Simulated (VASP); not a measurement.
# Ag (P6_3/mmc) in VASP: further runs

The runs below take Ag through single point, with PBE.

Everything below comes from runs of VASP 6.6.1. Logs are shortened: lines on timing, memory, paths and dates and some standing lists are left out, and cuts for length are marked.

### 1 The cell of the first run

It takes space group P6_3/mmc (No. 194, hexagonal). The conventional cell has a = 2.922 Å, b = 2.922 Å, c = 4.702 Å, α = 90.00°, β = 90.00°, γ = 120.00°. Within 3.8 Å of Ag (site symmetry -6m2) lie 12 Ag at 2.89 to 2.92 Å.

This isn't the form of Ag at room conditions, which is fcc.

### 2 Single point, PBE

INCAR

```
PREC = Accurate
ENCUT = 500
EDIFF = 1E-6
ISMEAR = 0
SIGMA = 0.1
LREAL = F
LASPH = T
NELM = 120
ALGO = Normal
ISIF = 2
LWAVE = F
LCHARG = T
GGA = PE
LELF = T
LVHAR = T
NBANDS = 18
GGA_COMPAT = F
```

KPOINTS

```
regular mesh
0
Gamma
  6 6 4
```

POSCAR

```
Ag
1.0
    2.9222991408      0.0000000000      0.0000000000
   -1.4611495704      2.5307852934      0.0000000000
    0.0000000000      0.0000000000      4.7016618100
Ag
2
Direct
    0.8333333333      1.3086666667      0.8610000000
    1.1666666667      0.9753333333      1.3610000000
```

Potentials or basis: VASP PAW PBE potentials, release 64 (Ag).

The run is started by

```console
> cat potpaw_PBE.64/Ag/POTCAR > POTCAR
> mpirun -np 1 vasp_std > vasp.out
```

OUTCAR:

```text
PREC = Accurate
   ENCUT = 500
   EDIFF = 1E-6
   ISMEAR = 0
   LREAL = F
   LASPH = T
   NELM = 120
   ISIF = 2
   GGA = PE

 ion  position               nearest neighbor table
   1  0.833  0.309  0.861-   2 2.89   2 2.89   2 2.89   2 2.89   2 2.89   2 2.89
   2  0.167  0.975  0.361-   1 2.89   1 2.89   1 2.89   1 2.89   1 2.89   1 2.89

  LATTYP: Found a hexagonal cell.
 ALAT       =     2.9222991408
 C/A-ratio  =     1.6088913501

  Lattice vectors:

 A1 = (   2.9222991408,   0.0000000000,   0.0000000000)
 A2 = (  -1.4611495704,   2.5307852934,   0.0000000000)
 A3 = (   0.0000000000,   0.0000000000,   4.7016618100)

Analysis of symmetry for initial positions (statically):
=====================================================================
 Subroutine PRICEL returns:
 Original cell was already a primitive cell.

 Routine SETGRP: Setting up the symmetry group for a
 hexagonal supercell.

 Subroutine GETGRP returns: Found 24 space group operations
 (whereof  1 operations were pure point group operations)
 out of a pool of 24 trial point group operations.

The static configuration has the point symmetry C_1 .
 The point group associated with its full space group is D_6h.

Analysis of symmetry for dynamics (positions and initial velocities):
=====================================================================
 Subroutine PRICEL returns:
 Original cell was already a primitive cell.

 Routine SETGRP: Setting up the symmetry group for a
 hexagonal supercell.

 Subroutine GETGRP returns: Found 24 space group operations
 (whereof  1 operations were pure point group operations)
 out of a pool of 24 trial point group operations.

The dynamic configuration has the point symmetry C_1 .
 The point group associated with its full space group is D_6h.

 Subroutine INISYM returns: Found 24 space group operations
 (whereof  1 operations are pure point group operations),
 and found     1 'primitive' translations

----------------------------------------------------------------------------------------

                                     Primitive cell

  volume of cell :      34.7721

  direct lattice vectors                    reciprocal lattice vectors
     2.922299141  0.000000000  0.000000000     0.342196316  0.197567135  0.000000000
    -1.461149570  2.530785293  0.000000000     0.000000000  0.395134270  0.000000000
[... 79 lines left out ...]
   ENCUT  =  500.0 eV  36.75 Ry    6.06 a.u.   5.33  5.33  8.57*2*pi/ulx,y,z
   NELM   =    120;   NELMIN=  2; NELMDL= -5     # of ELM steps
   EDIFF  = 0.1E-05   stopping-criterion for ELM
   LREAL  =      F    real-space projection
   EDIFFG = 0.1E-04   stopping-criterion for IOM
   NSW    =      0    number of steps for IOM
   IBRION =     -1    ionic relax: 0-MD 1-quasi-New 2-CG
   NFREE  =      0    steps in history (QN), initial steepest desc. (CG)
   ISIF   =      2    stress and relaxation
   ISYM   =      2    0-nonsym 1-usesym 2-fastsym
   POTIM  = 0.5000    time-step for ionic-motion
   TEBEG  =    0.0;   TEEND  =   0.0 temperature during run
   PSTRESS=    0.0 pullay stress
   NELECT =      22.0000    total number of electrons
   NUPDOWN=      -1.0000    fix difference up-down
   EMIN   =  10.00;   EMAX   =-10.00  energy-range for DOS
   EFERMI =   0.00;   METHOD = LEGACY
   ISMEAR =     0;   SIGMA  =   0.10  broadening in eV -4-tet -1-fermi 0-gaus
   EFERMI_NEDOS =   21; number of points for ismear=-14 and -15
   IALGO  =     38    algorithm
   IMIX   =      4    mixing-type and parameters
     AMIX     =   0.40;   BMIX     =  1.00
     AMIX_MAG =   1.60;   BMIX_MAG =  1.00
  volume/ion in A,a.u.               =      17.39       117.33
  Fermi-wavevector in a.u.,A,eV,Ry     =   1.405417  2.655853 26.874194  1.975198
  Thomas-Fermi vector in A             =   2.527880
   LORBIT       =      0    0 simple, 1 ext, 2 COOP (PROOUT), +10 PAW based schemes
   GGA     = PE    functional components
   LHFCALC =     F    Hartree Fock is set to
   AEXX    =    0.0000 exact exchange contribution
   IVDW    =     0    specifies the selected vdW correction
   LEPSILON=     F    determine dielectric tensor
   LRPA    =     F    only Hartree local field effects (RPA)
 non-spin polarized calculation
 Gauss-broadening in eV      SIGMA  =   0.10
  energy-cutoff  :      500.00
  volume of cell :       34.77
 maximum number of plane-waves:       905
 NGX is ok and might be reduce to    24
   NGX = 11   NGY = 11   NGZ = 17

 number of electron      22.0000010 magnetization

 Free energy of the ion-electron system (eV)
  ---------------------------------------------------
  ext. energy  EPLUGINS =         0.00000000
  ---------------------------------------------------
  free energy    TOTEN  =        -5.38294965 eV

  energy without entropy =       -5.37929660  energy(sigma->0) =       -5.38112313

 E-fermi :   8.0075     XC(G=0): -12.0891

 val. band max:        7.9271112672   @ k =   0.0000   0.0000   0.0000
 cond. band min:       8.2347151010   @ k =   0.5000   0.0000   0.0000
 fundamental gap:      0.3076038337
 Fermi energy:         8.0074879627

 k-point     1 :       0.0000    0.0000    0.0000
  band No.  band energies     occupation
      1       0.5382      2.00000
      2       1.9041      2.00000
      3       3.4943      2.00000
      4       3.5351      2.00000
      5       3.5351      2.00000
      6       3.7790      2.00000
[... 418 lines left out ...]
      5       3.6176      2.00000
      6       3.6176      2.00000
[... 10 lines left out ...]
     17      24.7992      0.00000
     18      24.7992      0.00000

------------------------ aborting loop because EDIFF is reached ----------------------------------------

  FORCE on cell =-STRESS in cart. coord.  units (eV):
  Direction    XX          YY          ZZ          XY          YZ          ZX
  --------------------------------------------------------------------------------------
  -------------------------------------------------------------------------------------
  Total        0.8012106      0.8012106      0.6070109      0.0000000      0.0000000      0.0000000
  in kB       36.9169561     36.9169561     27.9689188      0.0000000      0.0000000      0.0000000
  external PRESSURE =      33.9342770 kB  Pullay stress =       0.0000000 kB

 VOLUME and BASIS-vectors are now :
 -----------------------------------------------------------------------------
  energy-cutoff  :      500.00
  volume of cell :       34.77
      direct lattice vectors                 reciprocal lattice vectors
     2.922299141  0.000000000  0.000000000     0.342196316  0.197567135  0.000000000
    -1.461149570  2.530785293  0.000000000     0.000000000  0.395134270  0.000000000
     0.000000000  0.000000000  4.701661810     0.000000000  0.000000000  0.212690755

 POSITION                                       TOTAL-FORCE (eV/Angst)
 -----------------------------------------------------------------------------------
      1.98424      0.78117      4.04813         0.000000      0.000000      0.000000
     -0.93806      2.46836      1.69730        -0.000000     -0.000000      0.000000
 -----------------------------------------------------------------------------------
    total drift:                               -0.000009      0.000015      0.000000

  FREE ENERGIE OF THE ION-ELECTRON SYSTEM (eV)
  ---------------------------------------------------
  free  energy   TOTEN  =        -5.3829496528 eV

  energy  without entropy=       -5.3792966034  energy(sigma->0) =       -5.38112313
```

Wall time 16 s (1 thread of AMD EPYC 7R43 (Zen 3), shared host); peak memory 0.11 GiB.

Results:

```yaml
Free_energy: -5.3829 eV
Pressure: 3.4 GPa
Band_gap_on_the_k_mesh: zero (bands 11 and 12 overlap by 7.37 eV)
```

Stress tensor (GPa, compression positive):
```
3.69 0.00 0.00
0.00 3.69 0.00
0.00 0.00 2.80
```

Caveat: the k points lie up to 0.41 Å⁻¹ apart, too coarse for converged energies and pressures of a metal.

### 3 Single point, PBE

INCAR

```
SYSTEM = Ag
PREC     = Accurate       ! precision mode
ENCUT    = 500            ! plane-wave cutoff, eV
EDIFF    = 1E-6           ! SCF threshold, eV
ISMEAR   = 0              ! smearing method
SIGMA    = 0.1            ! smearing width, eV
LREAL    = .False.        ! projectors in reciprocal space
LASPH    = .True.         ! aspherical terms in the spheres
NELM     = 120            ! most SCF steps
ALGO     = Normal         ! electronic algorithm
ISIF     = 2              ! what is computed and relaxed
LWAVE    = .False.        ! write WAVECAR
LCHARG   = .True.         ! write CHGCAR
GGA      = PE             ! functional
LELF     = .True.         ! ELF
LVHAR    = .True.       
NBANDS   = 18             ! bands
GGA_COMPAT= .False.
```

KPOINTS

```
Automatic mesh
0
Gamma
  6 6 4
  0 0 0
```

POSCAR

```
Ag
1.0
    2.9222991408      0.0000000000      0.0000000000
   -1.4611495704      2.5307852934      0.0000000000
    0.0000000000      0.0000000000      4.7016618100
Ag
2
Direct
    1.3093333333      0.8806666667      0.6680000000
    1.6426666667      0.5473333333      1.1680000000
```

Potentials or basis: VASP PAW PBE potentials, release 64 (Ag).

The run is started by

```console
> cat potpaw_PBE.64/Ag/POTCAR > POTCAR
> mpirun -np 1 vasp_std > vasp.out
```

Run time: 19 s. Hardware: 1 thread of AMD EPYC 7R43 (Zen 3), shared host; peak memory 0.11 GiB.

It converged, with:

| Item | Value |
| --- | --- |
| Free energy | -5.3829 eV |
| Pressure | 3.4 GPa |
| Band gap on the k mesh | zero (bands 11 and 12 overlap by 7.37 eV) |

Stress tensor (GPa, compression positive):
```
3.69 0.00 0.00
0.00 3.69 0.00
0.00 0.00 2.80
```

Levels at points of the mesh, in eV from the Fermi level:
| k point | band 8 | band 9 | band 10 | band 11 | band 12 | band 13 | band 14 | band 15 |
| --- | --- | --- | --- | --- | --- | --- | --- | --- |
| (0.00, 0.00, 0.00) | -3.96 | -3.96 | -2.93 | -2.93 | -0.08 | 3.85 | 15.64 | 17.90 |
| (0.50, 0.00, 0.00) | -2.83 | -2.72 | -2.69 | 0.23 | 1.60 | 7.06 | 7.30 | 9.49 |
| (0.00, 0.00, 0.50) | -4.28 | -3.23 | -3.23 | -3.23 | -3.23 | 11.49 | 11.49 | 16.00 |
| (0.50, 0.00, 0.50) | -2.97 | -2.74 | -2.74 | 0.93 | 0.93 | 4.61 | 4.61 | 13.52 |

Caveat: the k points lie up to 0.41 Å⁻¹ apart, too coarse for converged energies and pressures of a metal.

The gap in the log of VASP goes by the Fermi energy; the results here count the filled bands.